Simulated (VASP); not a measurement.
# Rh (Fm-3m) in VASP: notebook, part 2 of 2

VASP 6.6.1. The steps go on from the part before.

## (4) Single point, PBE

This run uses another cell than the first one, of 14.05 Å³/atom, 0.990 times its volume.

The input, INCAR:

```
PREC     = Accurate       # precision mode
ENCUT    = 500            # plane-wave cutoff, eV
EDIFF    = 1E-6           # SCF threshold, eV
ISMEAR   = -1             # smearing method
SIGMA    = 0.1            # smearing width, eV
LREAL    = False          # projectors in reciprocal space
LASPH    = True           # aspherical terms in the spheres
NELM     = 120            # most SCF steps
ALGO     = Normal         # electronic algorithm
ISIF     = 2              # what is computed and relaxed
LWAVE    = False          # write WAVECAR
LCHARG   = False          # write CHGCAR
GGA      = PE             # functional
NBANDS   = 14             # bands
GGA_COMPAT= False
```

The input, KPOINTS:

```
regular mesh
0
Gamma
  12 12 12
```

The input, POSCAR:

```
Rh
1.0
    0.0000000000      1.9150000000      1.9150000000
    1.9150000000      0.0000000000      1.9150000000
    1.9150000000      1.9150000000      0.0000000000
Rh
1
Direct
    0.0000000000      0.0000000000      0.0000000000
```

Potentials or basis: VASP PAW PBE potentials, release 64 (Rh_pv).

The run is started by

```
cat potpaw_PBE.64/Rh_pv/POTCAR > POTCAR
mpirun -np 1 vasp_std > vasp.out
```

OUTCAR:

```text
PREC = Accurate
   ENCUT = 500
   EDIFF = 1E-6
   ISMEAR = -1
   LREAL = False
   LASPH = True
   NELM = 120
   ISIF = 2
   GGA = PE

 ion  position               nearest neighbor table
   1  0.000  0.000  0.000-

  LATTYP: Found a face centered cubic cell.
 ALAT       =     3.8300000000

  Lattice vectors:

 A1 = (   0.0000000000,   1.9150000000,   1.9150000000)
 A2 = (   1.9150000000,   0.0000000000,   1.9150000000)
 A3 = (   1.9150000000,   1.9150000000,   0.0000000000)

Analysis of symmetry for initial positions (statically):
=====================================================================
 Subroutine PRICEL returns:
 Original cell was already a primitive cell.

 Routine SETGRP: Setting up the symmetry group for a
 face centered cubic supercell.

 Subroutine GETGRP returns: Found 48 space group operations
 (whereof 48 operations were pure point group operations)
 out of a pool of 48 trial point group operations.

The static configuration has the point symmetry O_h .

Analysis of symmetry for dynamics (positions and initial velocities):
=====================================================================
 Subroutine PRICEL returns:
 Original cell was already a primitive cell.

 Routine SETGRP: Setting up the symmetry group for a
 face centered cubic supercell.

 Subroutine GETGRP returns: Found 48 space group operations
 (whereof 48 operations were pure point group operations)
 out of a pool of 48 trial point group operations.

The dynamic configuration has the point symmetry O_h .

 Subroutine INISYM returns: Found 48 space group operations
 (whereof 48 operations are pure point group operations),
 and found     1 'primitive' translations

----------------------------------------------------------------------------------------

                                     Primitive cell

  volume of cell :      14.0455

  direct lattice vectors                    reciprocal lattice vectors
     0.000000000  1.915000000  1.915000000    -0.261096606  0.261096606  0.261096606
     1.915000000  0.000000000  1.915000000     0.261096606 -0.261096606  0.261096606
     1.915000000  1.915000000  0.000000000     0.261096606  0.261096606 -0.261096606

  length of vectors
     2.708218972  2.708218972  2.708218972     0.452232587  0.452232587  0.452232587

  position of ions in fractional coordinates (direct lattice)
     0.000000000  0.000000000  0.000000000

  ion indices of the primitive-cell ions
   primitive index   ion index
                 1           1

----------------------------------------------------------------------------------------

 KPOINTS: regular mesh

Automatic generation of k-mesh.
 Grid dimensions read from file:
 generate k-points for:   12   12   12

 Generating k-lattice:

  Cartesian coordinates                     Fractional coordinates (reciprocal lattice)
    -0.021758050  0.021758050  0.021758050     0.083333333  0.000000000  0.000000000
     0.021758050 -0.021758050  0.021758050     0.000000000  0.083333333  0.000000000
     0.021758050  0.021758050 -0.021758050     0.000000000  0.000000000  0.083333333

  Length of vectors
     0.037686049  0.037686049  0.037686049

  Shift w.r.t. Gamma in fractional coordinates (k-lattice)
     0.000000000  0.000000000  0.000000000

 Subroutine IBZKPT returns following result:
 ===========================================

 Found     72 irreducible k-points:

 Following reciprocal coordinates:
            Coordinates               Weight
  0.000000  0.000000  0.000000      1.000000
  0.083333  0.000000  0.000000      8.000000
  0.166667  0.000000  0.000000      8.000000
  0.250000  0.000000  0.000000      8.000000
  0.333333  0.000000  0.000000      8.000000
  0.416667  0.000000  0.000000      8.000000
[... 16 lines left out ...]
  0.500000  0.166667  0.000000     24.000000
 -0.416667  0.166667  0.000000     24.000000
 [... further k-points ...]
   k-points           NKPTS =     72   k-points in BZ     NKDIM =     72   number of bands    NBANDS=     14
   number of dos      NEDOS =    301   number of ions     NIONS =      1
   total plane-waves  NPLWV =   8000
   dimension x,y,z NGX =    20 NGY =   20 NGZ =   20
   dimension x,y,z NGXF=    40 NGYF=   40 NGZF=   40
   ions per type =               1
   NGX,Y,Z   is equivalent  to a cutoff of  12.28, 12.28, 12.28 a.u.
   NGXF,Y,Z  is equivalent  to a cutoff of  24.55, 24.55, 24.55 a.u.
 SYSTEM =  unknown system
   PREC   = accura    normal or accurate (medium, high low for compatibility)
   ISTART =      0    job   : 0-new  1-cont  2-samecut
   ICHARG =      2    charge: 1-file 2-atom 10-const
   ISPIN  =      1    spin polarized calculation?
   LNONCOLLINEAR =      F non collinear calculations
   LSORBIT =      F    spin-orbit coupling
   LASPH  =      T    aspherical Exc in radial PAW
   ENCUT  =  500.0 eV  36.75 Ry    6.06 a.u.   4.94  4.94  4.94*2*pi/ulx,y,z
   NELM   =    120;   NELMIN=  2; NELMDL= -5     # of ELM steps
   EDIFF  = 0.1E-05   stopping-criterion for ELM
   LREAL  =      F    real-space projection
   EDIFFG = 0.1E-04   stopping-criterion for IOM
   NSW    =      0    number of steps for IOM
   IBRION =     -1    ionic relax: 0-MD 1-quasi-New 2-CG
   NFREE  =      0    steps in history (QN), initial steepest desc. (CG)
   ISIF   =      2    stress and relaxation
   ISYM   =      2    0-nonsym 1-usesym 2-fastsym
   POTIM  = 0.5000    time-step for ionic-motion
   TEBEG  =    0.0;   TEEND  =   0.0 temperature during run
   PSTRESS=    0.0 pullay stress
   NELECT =      15.0000    total number of electrons
   NUPDOWN=      -1.0000    fix difference up-down
   EMIN   =  10.00;   EMAX   =-10.00  energy-range for DOS
   EFERMI =   0.00;   METHOD = LEGACY
   ISMEAR =    -1;   SIGMA  =   0.10  broadening in eV -4-tet -1-fermi 0-gaus
   EFERMI_NEDOS =   21; number of points for ismear=-14 and -15
   IALGO  =     38    algorithm
   IMIX   =      4    mixing-type and parameters
     AMIX     =   0.40;   BMIX     =  1.00
     AMIX_MAG =   1.60;   BMIX_MAG =  1.00
  volume/ion in A,a.u.               =      14.05        94.78
  Fermi-wavevector in a.u.,A,eV,Ry     =   1.673374  3.162219 38.098791  2.800182
  Thomas-Fermi vector in A             =   2.758357
   LORBIT       =      0    0 simple, 1 ext, 2 COOP (PROOUT), +10 PAW based schemes
   GGA     = PE    functional components
   LHFCALC =     F    Hartree Fock is set to
   AEXX    =    0.0000 exact exchange contribution
   IVDW    =     0    specifies the selected vdW correction
   LEPSILON=     F    determine dielectric tensor
   LRPA    =     F    only Hartree local field effects (RPA)
 non-spin polarized calculation
  energy-cutoff  :      500.00
  volume of cell :       14.05
 maximum number of plane-waves:       368
   NGX =  9   NGY =  9   NGZ =  9

 number of electron      15.0000003 magnetization

 Free energy of the ion-electron system (eV)
  ---------------------------------------------------
  ext. energy  EPLUGINS =         0.00000000
  ---------------------------------------------------
  free energy    TOTEN  =        -7.28034076 eV

  energy without entropy =       -7.23729959  energy(sigma->0) =       -7.25882018

 E-fermi :  11.4932     XC(G=0): -13.8961

 val. band max:       11.4491653453   @ k =  -0.3333   0.3333   0.0000
 cond. band min:      11.5547962896   @ k =   0.3333   0.1667   0.0000
 fundamental gap:      0.1056309443
 Fermi energy:        11.4932190226

 k-point     1 :       0.0000    0.0000    0.0000
  band No.  band energies     occupation
      1     -34.8387      2.00000
      2     -34.8387      2.00000
      3     -34.8387      2.00000
      4       3.7138      2.00000
      5       8.5323      2.00000
      6       8.5323      2.00000
      7       8.5323      2.00000
      8      10.5459      1.99985
      9      10.5459      1.99985
     10      27.5268      0.00000
     11      32.0858      0.00000
     12      32.8643      0.00000
     13      32.8643      0.00000
     14      32.8643      0.00000
[... 375 lines left out ...]
 k-point    24 :      -0.4167    0.1667    0.0000
  band No.  band energies     occupation
      1     -35.4552      2.00000
      2     -35.0565      2.00000
      3     -34.9583      2.00000
      4       6.2847      2.00000
      5       7.8951      2.00000
      6       9.1097      2.00000
      7       9.5202      2.00000
      8      11.7555      0.13534
      9      15.5596      0.00000
     10      20.0534      0.00000
     11      27.4265      0.00000
     12      30.2507      0.00000
     13      31.8431      0.00000
     14      32.0880      0.00000

 [... further k-points ...]

------------------------ aborting loop because EDIFF is reached ----------------------------------------

  FORCE on cell =-STRESS in cart. coord.  units (eV):
  Direction    XX          YY          ZZ          XY          YZ          ZX
  --------------------------------------------------------------------------------------
  -------------------------------------------------------------------------------------
  Total        0.0417091      0.0417091      0.0417091      0.0000000      0.0000000      0.0000000
  in kB        4.7577899      4.7577899      4.7577899      0.0000000      0.0000000      0.0000000
  external PRESSURE =       4.7577899 kB  Pullay stress =       0.0000000 kB

 VOLUME and BASIS-vectors are now :
 -----------------------------------------------------------------------------
  energy-cutoff  :      500.00
  volume of cell :       14.05
      direct lattice vectors                 reciprocal lattice vectors
     0.000000000  1.915000000  1.915000000    -0.261096606  0.261096606  0.261096606
     1.915000000  0.000000000  1.915000000     0.261096606 -0.261096606  0.261096606
     1.915000000  1.915000000  0.000000000     0.261096606  0.261096606 -0.261096606

 POSITION                                       TOTAL-FORCE (eV/Angst)
 -----------------------------------------------------------------------------------
      0.00000      0.00000      0.00000         0.000000      0.000000      0.000000
 -----------------------------------------------------------------------------------
    total drift:                                0.000000      0.000000      0.000000

  FREE ENERGIE OF THE ION-ELECTRON SYSTEM (eV)
  ---------------------------------------------------
  free  energy   TOTEN  =        -7.2803407626 eV

  energy  without entropy=       -7.2372995922  energy(sigma->0) =       -7.25882018
```

Wall time 8.3 s (1 thread of Intel Xeon Platinum 8488C (Sapphire Rapids), shared host); peak memory 0.13 GiB.

Results:

* Free energy: -7.2803 eV
* Pressure: 0.5 GPa

Levels at points of the mesh, in eV from the Fermi level:
| k point | band 4 | band 5 | band 6 | band 7 | band 8 | band 9 | band 10 | band 11 |
| --- | --- | --- | --- | --- | --- | --- | --- | --- |
| (0.00, 0.00, 0.00) | -7.78 | -2.96 | -2.96 | -2.96 | -0.95 | -0.95 | 16.03 | 20.59 |
| (0.50, 0.00, 0.00) | -5.92 | -3.03 | -3.03 | 0.56 | 0.56 | 0.78 | 8.44 | 15.53 |
| (0.50, 0.50, 0.00) | -6.10 | -5.74 | 0.53 | 0.96 | 0.96 | 3.26 | 12.02 | 13.22 |

## (5) Single point, HSE06

This run uses another cell than the first one, of 13.34 Å³/atom, 0.941 times its volume.

The input, POSCAR:

```
Rh
1.0
    0.0000000000      1.8825361013      1.8825361013
    1.8825361013      0.0000000000      1.8825361013
    1.8825361013      1.8825361013      0.0000000000
Rh
1
Direct
    0.0000000000      0.0000000000      0.0000000000
```

The input, INCAR.step1:

```
SYSTEM = Rh
ALGO     = Normal         ! electronic algorithm
EDIFF    = 1E-5           ! SCF threshold, eV
ENCUT    = 400            ! plane-wave cutoff, eV
GGA      = PE             ! functional
GGA_COMPAT= .False.      
ISIF     = 2              ! what is computed and relaxed
ISMEAR   = -1             ! smearing method
LASPH    = .True.         ! aspherical terms in the spheres
LCHARG   = .False.        ! write CHGCAR
LREAL    = .False.        ! projectors in reciprocal space
LWAVE    = .True.         ! write WAVECAR
NBANDS   = 14             ! bands
NELM     = 120            ! most SCF steps
PREC     = Accurate       ! precision mode
SIGMA    = 0.1            ! smearing width, eV
```

The input, INCAR.step2:

```
SYSTEM = Rh
ALGO     = Normal         ! electronic algorithm
EDIFF    = 1E-6           ! SCF threshold, eV
ENCUT    = 400            ! plane-wave cutoff, eV
GGA      = PE             ! functional
GGA_COMPAT= .False.      
HFSCREEN = 0.2079         ! screening, 1/A
ISIF     = 2              ! what is computed and relaxed
ISMEAR   = -1             ! smearing method
ISTART   = 1            
LASPH    = .True.         ! aspherical terms in the spheres
LCHARG   = .False.        ! write CHGCAR
LHFCALC  = .True.         ! exact exchange
LREAL    = .False.        ! projectors in reciprocal space
LWAVE    = .False.        ! write WAVECAR
NBANDS   = 14             ! bands
NELM     = 120            ! most SCF steps
PREC     = Accurate       ! precision mode
PRECFOCK = Normal       
SIGMA    = 0.1            ! smearing width, eV
```

The input, KPOINTS:

```
k-points
0
Gamma
  6 6 6
  0 0 0
```

The run is started by

```
cat potpaw_PBE.64/Rh_pv/POTCAR > POTCAR
cp INCAR.step1 INCAR
mpirun -np 1 vasp_std > vasp.out
cp INCAR.step2 INCAR
mpirun -np 1 vasp_std > vasp.out
```

It took 10 min on 1 thread of Intel Xeon Platinum 8488C (Sapphire Rapids), shared host; peak memory 0.22 GiB.

Results (log left out):

| Item | Value |
| --- | --- |
| Free energy | -8.3658 eV |
| Pressure | 4.4 GPa |

Levels at points of the mesh, in eV from the Fermi level:
```
           k point  band 5  band 6  band 7  band 8  band 9  band 10
(0.00, 0.00, 0.00)   -3.60   -3.60   -3.60   -1.40   -1.40    17.44
(0.50, 0.00, 0.00)   -3.85   -3.85    0.92    0.92    1.16    10.44
(0.50, 0.50, 0.00)   -6.93    0.54    1.54    1.54    4.02    14.23
```

Caveat: the k points lie up to 0.48 Å⁻¹ apart; the PAW data sets were made with another functional, which shifts forces and pressure a little.

## (6) Summary

```csv
level,cell,k mesh,cutoff (eV),grid for exact exchange (PRECFOCK),screening parameter,gap on the mesh (eV),pressure (GPa)
HSE06,"a = 2.717 Å, angles 60.0°, 1 atom",6 × 6 × 6,520,Normal,0.2079 1/Å,none,-10.5
PBE,"a = 2.708 Å, angles 60.0°, 1 atom",12 × 12 × 12,500,-,-,none,0.5
HSE06,"a = 2.662 Å, angles 60.0°, 1 atom",6 × 6 × 6,400,Normal,0.2079 1/Å,none,4.4
```

Alike in all rows: task single point; potentials or basis VASP PAW PBE potentials, release 64 (Rh_pv); no spin polarisation; smearing fermi-dirac 0.1 eV.

Caveats: some runs use coarse meshes; the PAW data sets were made with another functional, which shifts forces and pressure a little (some runs).

Total energies depend on the potentials used, so only differences within one code and one set of settings carry meaning.
